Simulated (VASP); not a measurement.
Write the native input for VASP 6.6.1 that does the following.

```
Task                   : single point
Functional             : r2SCAN
Potentials or basis    : VASP PAW PBE potentials, release 64 (V_sv)
Cutoff                 : 520 eV
k mesh                 : 12 × 12 × 12
Occupations            : fermi-dirac, width 0.1 eV
Spin                   : collinear spin, zero start
Starting moments       : [0.0] μB
Fixed moment           : 0 μB
Dipole correction      : no
Further INCAR settings : ALGO = Normal; EDIFF = 1e-07; NBANDS = 16
```

V:

```
V
1.0
    -1.51300    1.51300    1.51300
     1.51300   -1.51300    1.51300
     1.51300    1.51300   -1.51300
V
1
Direct
  0.00000 0.00000 0.00000
```

The input as run:

POSCAR

```
V
1.0
   -1.5130000000      1.5130000000      1.5130000000
    1.5130000000     -1.5130000000      1.5130000000
    1.5130000000      1.5130000000     -1.5130000000
V
1
Direct
    0.0000000000      0.0000000000      0.0000000000
```

INCAR.step1

```
PREC     = Accurate       # precision mode
ENCUT    = 520            # plane-wave cutoff, eV
ISMEAR   = -1             # smearing method
SIGMA    = 0.1            # smearing width, eV
LREAL    = False          # projectors in reciprocal space
LASPH    = True           # aspherical terms in the spheres
NELM     = 150            # most SCF steps
ISPIN    = 2              # spin polarisation
MAGMOM   = 0              # initial moments
NUPDOWN  = 0.0            # fixed moment
LMAXMIX  = 4              # l up to which the mixer works
NBANDS   = 16             # bands
GGA      = PE             # functional
ALGO     = Normal         # electronic algorithm
EDIFF    = 1E-4           # SCF threshold, eV
LWAVE    = True           # write WAVECAR
LCHARG   = False          # write CHGCAR
```

INCAR.step2

```
PREC     = Accurate       # precision mode
ENCUT    = 520            # plane-wave cutoff, eV
EDIFF    = 1E-7           # SCF threshold, eV
ISMEAR   = -1             # smearing method
SIGMA    = 0.1            # smearing width, eV
LREAL    = False          # projectors in reciprocal space
LASPH    = True           # aspherical terms in the spheres
NELM     = 150            # most SCF steps
ALGO     = Normal         # electronic algorithm
ISIF     = 2              # what is computed and relaxed
LWAVE    = False          # write WAVECAR
LCHARG   = False          # write CHGCAR
ISPIN    = 2              # spin polarisation
MAGMOM   = 0              # initial moments
LORBIT   = 11             # projections on sites
NUPDOWN  = 0.0            # fixed moment
LMAXMIX  = 4              # l up to which the mixer works
METAGGA  = R2SCAN         # meta-GGA
LMIXTAU  = True         
NBANDS   = 16             # bands
ISTART   = 1
```

KPOINTS

```
Automatic mesh
0
Gamma
  12 12 12
```

Potentials or basis: VASP PAW PBE potentials, release 64 (V_sv).

Command:

```console
$ cat potpaw_PBE.64/V_sv/POTCAR > POTCAR
$ cp INCAR.step1 INCAR
$ mpirun -np 1 vasp_std > vasp.out
$ cp INCAR.step2 INCAR
$ mpirun -np 1 vasp_std > vasp.out
```

Results of the run:

```
Pressure                                              : -6.7 GPa
Net moment                                            : 0.00 μB per cell
Valence electrons inside the program's atomic spheres : V 11.57
```

Caveat: the PAW data sets were made with another functional, which shifts forces and pressure a little; the total moment is fixed, so each spin has its own Fermi level.

Wall time 3.2 min on 1 thread of Intel Xeon 8259CL, on a shared host, peak memory 0.15 GiB.
